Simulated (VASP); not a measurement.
# GaSn4S3 (Pm-3m) in VASP: single point with PBE

Aim: the single point of GaSn4S3 with PBE.

All numbers are computed with VASP 6.6.1; they aren't measurements. Logs are shortened: lines on timing, memory, paths and dates and some standing lists are left out, and cuts for length are marked.

## (1) The cell of the first run

It takes space group Pm-3m (No. 221, cubic). Conventional cell: a = 5.814 Å, b = 5.814 Å, c = 5.814 Å, α = 90.00°, β = 90.00°, γ = 90.00°. Ga (site symmetry m-3m) has 6 S at 2.91 Å within 3.8 Å. Sn (site symmetry 4/mmm) has 2 Sn at 2.91 Å and 4 S at 2.91 Å within 3.8 Å. Sn (site symmetry m-3m) has 6 Sn at 2.91 Å within 3.8 Å. Within 3.8 Å of S (site symmetry 4/mmm) lie 2 Ga at 2.91 Å and 4 Sn at 2.91 Å.

The cell was generated, and may not be a known phase.

## (2) Single point, PBE

Input file INCAR:

```
ALGO     = Normal         # electronic algorithm
EDIFF    = 1E-6           # SCF threshold, eV
ENCUT    = 520            # plane-wave cutoff, eV
GGA      = PE             # functional
ISIF     = 2              # what is computed and relaxed
ISMEAR   = 0              # smearing method
LASPH    = T              # aspherical terms in the spheres
LCHARG   = F              # write CHGCAR
LREAL    = F              # projectors in reciprocal space
LWAVE    = F              # write WAVECAR
NBANDS   = 54             # bands
NELM     = 100            # most SCF steps
PREC     = Accurate       # precision mode
SIGMA    = 0.1            # smearing width, eV
```

Input file KPOINTS:

```
k-points
0
Gamma
  6 6 6
```

Input file POSCAR:

```
GaSn4S3
1.0
    5.8139188238      0.0000000000      0.0000000000
    0.0000000000      5.8139188238      0.0000000000
    0.0000000000      0.0000000000      5.8139188238
Ga Sn S
1 4 3
Direct
    0.5000000000      0.5000000000      0.5000000000
    0.5000000000      0.0000000000      0.0000000000
    0.0000000000      0.5000000000      0.0000000000
    0.0000000000      0.0000000000      0.5000000000
    0.0000000000      0.0000000000      0.0000000000
    0.0000000000      0.5000000000      0.5000000000
    0.5000000000      0.0000000000      0.5000000000
    0.5000000000      0.5000000000      0.0000000000
```

Potentials or basis: VASP PAW PBE potentials, release 64 (Ga_d, Sn_d, S).

The run is started by

```
$ cat potpaw_PBE.64/Ga_d/POTCAR potpaw_PBE.64/Sn_d/POTCAR potpaw_PBE.64/S/POTCAR > POTCAR
$ mpirun -np 1 vasp_std > vasp.out
```

OUTCAR:

```text
EDIFF = 1E-6
   ENCUT = 520
   GGA = PE
   ISIF = 2
   ISMEAR = 0
   LASPH = T
   LREAL = F
   NELM = 100
   PREC = Accurate

 ion  position               nearest neighbor table
   1  0.500  0.500  0.500-
   2  0.500  0.000  0.000-   5 2.91   7 2.91   8 2.91   7 2.91   8 2.91   5 2.91
   3  0.000  0.500  0.000-   5 2.91   6 2.91   8 2.91   6 2.91   5 2.91   8 2.91
   4  0.000  0.000  0.500-   5 2.91   6 2.91   7 2.91   5 2.91   6 2.91   7 2.91
   5  0.000  0.000  0.000-   2 2.91   3 2.91   4 2.91   4 2.91   3 2.91   2 2.91
   6  0.000  0.500  0.500-   3 2.91   4 2.91   3 2.91   4 2.91
   7  0.500  0.000  0.500-   2 2.91   4 2.91   2 2.91   4 2.91
   8  0.500  0.500  0.000-   2 2.91   3 2.91   2 2.91   3 2.91

  LATTYP: Found a simple cubic cell.
 ALAT       =     5.8139188238

  Lattice vectors:

 A1 = (   5.8139188238,   0.0000000000,   0.0000000000)
 A2 = (   0.0000000000,   5.8139188238,   0.0000000000)
 A3 = (   0.0000000000,   0.0000000000,   5.8139188238)

Analysis of symmetry for initial positions (statically):
=====================================================================
 Subroutine PRICEL returns:
 Original cell was already a primitive cell.

 Routine SETGRP: Setting up the symmetry group for a
 simple cubic supercell.

 Subroutine GETGRP returns: Found 48 space group operations
 (whereof 48 operations were pure point group operations)
 out of a pool of 48 trial point group operations.

The static configuration has the point symmetry O_h .

Analysis of symmetry for dynamics (positions and initial velocities):
=====================================================================
 Subroutine PRICEL returns:
 Original cell was already a primitive cell.

 Routine SETGRP: Setting up the symmetry group for a
 simple cubic supercell.

 Subroutine GETGRP returns: Found 48 space group operations
 (whereof 48 operations were pure point group operations)
 out of a pool of 48 trial point group operations.

The dynamic configuration has the point symmetry O_h .

 Subroutine INISYM returns: Found 48 space group operations
 (whereof 48 operations are pure point group operations),
 and found     1 'primitive' translations

----------------------------------------------------------------------------------------

                                     Primitive cell

  volume of cell :     196.5201

  direct lattice vectors                    reciprocal lattice vectors
     5.813918824  0.000000000  0.000000000     0.172001026  0.000000000  0.000000000
     0.000000000  5.813918824  0.000000000     0.000000000  0.172001026  0.000000000
     0.000000000  0.000000000  5.813918824     0.000000000  0.000000000  0.172001026

  length of vectors
     5.813918824  5.813918824  5.813918824     0.172001026  0.172001026  0.172001026

  position of ions in fractional coordinates (direct lattice)
     0.500000000  0.500000000  0.500000000
     0.500000000  0.000000000  0.000000000
     0.000000000  0.500000000  0.000000000
     0.000000000  0.000000000  0.500000000
     0.000000000  0.000000000  0.000000000
     0.000000000  0.500000000  0.500000000
     0.500000000  0.000000000  0.500000000
     0.500000000  0.500000000  0.000000000

  ion indices of the primitive-cell ions
   primitive index   ion index
                 1           1
                 2           2
                 3           3
                 4           4
                 5           5
                 6           6
                 7           7
                 8           8

----------------------------------------------------------------------------------------

 KPOINTS: k-points

Automatic generation of k-mesh.
 Grid dimensions read from file:
 generate k-points for:    6    6    6

 Generating k-lattice:

  Cartesian coordinates                     Fractional coordinates (reciprocal lattice)
     0.028666838  0.000000000  0.000000000     0.166666667  0.000000000  0.000000000
     0.000000000  0.028666838  0.000000000     0.000000000  0.166666667  0.000000000
     0.000000000  0.000000000  0.028666838     0.000000000  0.000000000  0.166666667

  Length of vectors
     0.028666838  0.028666838  0.028666838

  Shift w.r.t. Gamma in fractional coordinates (k-lattice)
     0.000000000  0.000000000  0.000000000

 Subroutine IBZKPT returns following result:
 ===========================================

 Found     20 irreducible k-points:

 Following reciprocal coordinates:
            Coordinates               Weight
  0.000000  0.000000  0.000000      1.000000
  0.166667  0.000000  0.000000      6.000000
  0.333333  0.000000  0.000000      6.000000
  0.500000  0.000000  0.000000      3.000000
  0.166667  0.166667  0.000000     12.000000
  0.333333  0.166667  0.000000     24.000000
[... 12 lines left out ...]
  0.500000  0.500000  0.333333      6.000000
  0.500000  0.500000  0.500000      1.000000
   k-points           NKPTS =     20   k-points in BZ     NKDIM =     20   number of bands    NBANDS=     54
   number of dos      NEDOS =    301   number of ions     NIONS =      8
   total plane-waves  NPLWV = 110592
   dimension x,y,z NGX =    48 NGY =   48 NGZ =   48
   dimension x,y,z NGXF=    96 NGYF=   96 NGZF=   96
   ions per type =               1   4   3
   NGX,Y,Z   is equivalent  to a cutoff of  13.73, 13.73, 13.73 a.u.
   NGXF,Y,Z  is equivalent  to a cutoff of  27.45, 27.45, 27.45 a.u.
 SYSTEM =  unknown system
   PREC   = accura    normal or accurate (medium, high low for compatibility)
   ISTART =      0    job   : 0-new  1-cont  2-samecut
   ICHARG =      2    charge: 1-file 2-atom 10-const
   ISPIN  =      1    spin polarized calculation?
   LNONCOLLINEAR =      F non collinear calculations
   LSORBIT =      F    spin-orbit coupling
   LASPH  =      T    aspherical Exc in radial PAW
   ENCUT  =  520.0 eV  38.22 Ry    6.18 a.u.  10.81 10.81 10.81*2*pi/ulx,y,z
   NELM   =    100;   NELMIN=  2; NELMDL= -5     # of ELM steps
   EDIFF  = 0.1E-05   stopping-criterion for ELM
   LREAL  =      F    real-space projection
   EDIFFG = 0.1E-04   stopping-criterion for IOM
   NSW    =      0    number of steps for IOM
   IBRION =     -1    ionic relax: 0-MD 1-quasi-New 2-CG
   NFREE  =      0    steps in history (QN), initial steepest desc. (CG)
   ISIF   =      2    stress and relaxation
   ISYM   =      2    0-nonsym 1-usesym 2-fastsym
   POTIM  = 0.5000    time-step for ionic-motion
   TEBEG  =    0.0;   TEEND  =   0.0 temperature during run
   PSTRESS=    0.0 pullay stress
   NELECT =      87.0000    total number of electrons
   NUPDOWN=      -1.0000    fix difference up-down
   EMIN   =  10.00;   EMAX   =-10.00  energy-range for DOS
   EFERMI =   0.00;   METHOD = LEGACY
   ISMEAR =     0;   SIGMA  =   0.10  broadening in eV -4-tet -1-fermi 0-gaus
   EFERMI_NEDOS =   21; number of points for ismear=-14 and -15
   IALGO  =     38    algorithm
   IMIX   =      4    mixing-type and parameters
     AMIX     =   0.40;   BMIX     =  1.00
     AMIX_MAG =   1.60;   BMIX_MAG =  1.00
  volume/ion in A,a.u.               =      24.57       165.77
  Fermi-wavevector in a.u.,A,eV,Ry     =   1.247706  2.357823 21.181147  1.556770
  Thomas-Fermi vector in A             =   2.381826
   LORBIT       =      0    0 simple, 1 ext, 2 COOP (PROOUT), +10 PAW based schemes
   GGA     = PE    functional components
   LHFCALC =     F    Hartree Fock is set to
   AEXX    =    0.0000 exact exchange contribution
   IVDW    =     0    specifies the selected vdW correction
   LEPSILON=     F    determine dielectric tensor
   LRPA    =     F    only Hartree local field effects (RPA)
 non-spin polarized calculation
 Gauss-broadening in eV      SIGMA  =   0.10
  energy-cutoff  :      520.00
  volume of cell :      196.52
 maximum number of plane-waves:      5400
 NGX is ok and might be reduce to    48
   NGX = 21   NGY = 21   NGZ = 21

 number of electron      87.0000017 magnetization

 Free energy of the ion-electron system (eV)
  ---------------------------------------------------
  ext. energy  EPLUGINS =         0.00000000
  ---------------------------------------------------
  free energy    TOTEN  =       -32.36686381 eV

  energy without entropy =      -32.35091233  energy(sigma->0) =      -32.35888807

 E-fermi :   6.2533     XC(G=0):  -9.8884

 val. band max:        6.2460920039   @ k =   0.3333   0.3333   0.3333
 cond. band min:       6.2756234677   @ k =   0.5000   0.3333   0.1667
 fundamental gap:      0.0295314638
 Fermi energy:         6.2533085206

 k-point     1 :       0.0000    0.0000    0.0000
  band No.  band energies     occupation
      1     -15.6161      2.00000
      2     -15.6161      2.00000
      3     -15.4654      2.00000
      4     -15.4654      2.00000
      5     -15.4586      2.00000
      6     -15.4586      2.00000
[... 46 lines left out ...]
     53      11.6442      0.00000
     54      11.6442      0.00000

 k-point     2 :       0.1667    0.0000    0.0000
  band No.  band energies     occupation
      1     -15.6160      2.00000
      2     -15.5919      2.00000
      3     -15.4648      2.00000
      4     -15.4634      2.00000
      5     -15.4578      2.00000
      6     -15.4525      2.00000
[... 46 lines left out ...]
     53      11.6895      0.00000
     54      11.6974      0.00000

 k-point     3 :       0.3333    0.0000    0.0000
  band No.  band energies     occupation
      1     -15.6157      2.00000
      2     -15.5395      2.00000
      3     -15.4635      2.00000
      4     -15.4585      2.00000
      5     -15.4560      2.00000
      6     -15.4456      2.00000
[... 46 lines left out ...]
     53      10.9084      0.00000
     54      11.3048      0.00000
[... 856 lines left out ...]
 k-point    19 :       0.5000    0.5000    0.3333
  band No.  band energies     occupation
      1     -15.4565      2.00000
      2     -15.4525      2.00000
      3     -15.4525      2.00000
      4     -15.4517      2.00000
      5     -15.4490      2.00000
      6     -15.4406      2.00000
[... 46 lines left out ...]
     53       9.2379      0.00000
     54       9.5789      0.00000

 k-point    20 :       0.5000    0.5000    0.5000
  band No.  band energies     occupation
      1     -15.4521      2.00000
      2     -15.4521      2.00000
      3     -15.4521      2.00000
      4     -15.4496      2.00000
      5     -15.4400      2.00000
      6     -15.4400      2.00000
[... 46 lines left out ...]
     53       8.9235      0.00000
     54       8.9237      0.00000

------------------------ aborting loop because EDIFF is reached ----------------------------------------

  FORCE on cell =-STRESS in cart. coord.  units (eV):
  Direction    XX          YY          ZZ          XY          YZ          ZX
  --------------------------------------------------------------------------------------
  -------------------------------------------------------------------------------------
  Total       -0.0562078     -0.0562078     -0.0562078      0.0000000     -0.0000000      0.0000000
  in kB       -0.4582476     -0.4582476     -0.4582476      0.0000000     -0.0000000      0.0000000
  external PRESSURE =      -0.4582476 kB  Pullay stress =       0.0000000 kB

 VOLUME and BASIS-vectors are now :
 -----------------------------------------------------------------------------
  energy-cutoff  :      520.00
  volume of cell :      196.52
      direct lattice vectors                 reciprocal lattice vectors
     5.813918824  0.000000000  0.000000000     0.172001026  0.000000000  0.000000000
     0.000000000  5.813918824  0.000000000     0.000000000  0.172001026  0.000000000
     0.000000000  0.000000000  5.813918824     0.000000000  0.000000000  0.172001026

 POSITION                                       TOTAL-FORCE (eV/Angst)
 -----------------------------------------------------------------------------------
      2.90696      2.90696      2.90696         0.000000      0.000000      0.000000
      2.90696      0.00000      0.00000         0.000000      0.000000      0.000000
      0.00000      2.90696      0.00000         0.000000      0.000000      0.000000
      0.00000      0.00000      2.90696         0.000000      0.000000      0.000000
      0.00000      0.00000      0.00000         0.000000      0.000000      0.000000
      0.00000      2.90696      2.90696         0.000000      0.000000      0.000000
      2.90696      0.00000      2.90696         0.000000      0.000000      0.000000
      2.90696      2.90696      0.00000         0.000000      0.000000      0.000000
 -----------------------------------------------------------------------------------
    total drift:                                0.000000      0.000000      0.000000

  FREE ENERGIE OF THE ION-ELECTRON SYSTEM (eV)
  ---------------------------------------------------
  free  energy   TOTEN  =       -32.3668638104 eV

  energy  without entropy=      -32.3509123312  energy(sigma->0) =      -32.35888807
```

Wall time 7.8 min (1 thread of Intel Xeon 8259CL, shared host); peak memory 0.44 GiB.

Results:

* Free energy: -32.3669 eV
* Pressure: 0.0 GPa
* Band gap on the k mesh: zero (an odd number of electrons rules out a gap without spin polarisation)

Levels at points of the mesh, in eV from the Fermi level:
```
           k point  band 40  band 41  band 42  band 43  band 44  band 45  band 46  band 47  band 48  band 49
(0.00, 0.00, 0.00)    -2.84    -2.84    -2.17    -1.48    -1.48    -1.48     3.32     3.32     3.32     4.89
(0.50, 0.00, 0.00)    -2.17    -2.17    -1.50    -0.91    -0.86     0.78     1.75     3.26     3.62     4.09
(0.50, 0.50, 0.00)    -1.46    -1.46    -0.39    -0.02     0.46     0.46     1.39     1.97     2.04     3.00
(0.50, 0.50, 0.50)    -0.78    -0.78     0.31     0.31     0.31     1.33     1.44     1.44     1.58     1.58
```

Caveat: spin-orbit coupling is left out, which moves the levels of the heavy elements.

The gap in the log of VASP goes by the Fermi energy; the results here count the filled bands.